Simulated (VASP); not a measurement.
Wanted: the native input for a VASP 6.6.1 run.

```yaml
Task: relaxation of cell and atoms
Functional: r2SCAN
Potentials_or_basis: VASP PAW PBE potentials, release 64 (Pb_d)
Cutoff: 600 eV
k_mesh: 11 × 11 × 6
Occupations: fermi-dirac, width 0.05 eV
Spin: collinear spin, zero start
Starting_moments: "[0.0, 0.0] μB"
Dipole_correction: no
Further_INCAR_settings: ALGO = Normal; EDIFF = 1e-06; IBRION = 2; EDIFFG = -0.005; NSW = 100; ISIF = 3
```

Pb:

```
Pb
1.0
     3.40896    0.00000    0.00000
    -1.70448    2.95225    0.00000
     0.00000    0.00000    5.47589
Pb
2
Direct
  0.33333 0.66667 0.25000
  0.66667 0.33333 0.75000
```

This isn't the form of Pb at room conditions, which is fcc.

The input as run:

POSCAR

```
Pb
1.0
    3.4089596583      0.0000000000      0.0000000000
   -1.7044798292      2.9522456646      0.0000000000
    0.0000000000      0.0000000000      5.4758863477
Pb
2
Direct
    0.3333333333      0.6666666667      0.2500000000
    0.6666666667      0.3333333333      0.7500000000
```

INCAR.step1

```
SYSTEM = Pb
ALGO = Normal
EDIFF = 1E-4
ENCUT = 600
GGA = PE
ISMEAR = -1
ISPIN = 2
LASPH = .TRUE.
LCHARG = .FALSE.
LREAL = .FALSE.
LWAVE = .TRUE.
MAGMOM = 0 0
NELM = 150
PREC = Accurate
SIGMA = 0.05
```

INCAR.step2

```
SYSTEM = Pb
ALGO = Normal
EDIFF = 1E-6
EDIFFG = -0.005
ENCUT = 600
IBRION = 2
ISIF = 3
ISMEAR = -1
ISPIN = 2
ISTART = 1
LASPH = .TRUE.
LCHARG = .FALSE.
LMIXTAU = .TRUE.
LORBIT = 11
LREAL = .FALSE.
LWAVE = .FALSE.
MAGMOM = 0 0
METAGGA = R2SCAN
NELM = 150
NSW = 100
PREC = Accurate
SIGMA = 0.05
```

KPOINTS

```
k-points
0
G
  11 11 6
  0 0 0
```

Potentials or basis: VASP PAW PBE potentials, release 64 (Pb_d).

The run is started by

```sh
$ cat potpaw_PBE.64/Pb_d/POTCAR > POTCAR
$ cp INCAR.step1 INCAR
$ mpirun -np 1 vasp_std > vasp.out
$ cp INCAR.step2 INCAR
$ mpirun -np 1 vasp_std > vasp.out
```

Results of the run:

| Item | Value |
| --- | --- |
| Relaxed volume | 30.83 Å³/atom |
| Relaxed cell | a = 3.504 Å, b = 3.504 Å, c = 5.798 Å, α = 90.00°, β = 90.00°, γ = 120.00° |
| Space group after relaxing (to 0.1 Å) | P6_3/mmc (No. 194) |
| Energy gained by relaxing | 67.2 meV/atom |
| Ionic steps | 10 |
| Pressure after relaxing | 0.0 GPa |
| Band gap on the k mesh | zero (filled and empty bands overlap) |
| Net moment | 0.00 μB per cell |
| Valence electrons inside the program's atomic spheres | Pb 11.94 |

Caveat: the PAW data sets were made with another functional, which shifts forces and pressure a little; spin-orbit coupling is left out, which moves the levels of the heavy elements.

Wall time 86 min on 1 thread of Oxide Virtual Turin-like Processor, on a shared host, peak memory 0.29 GiB.
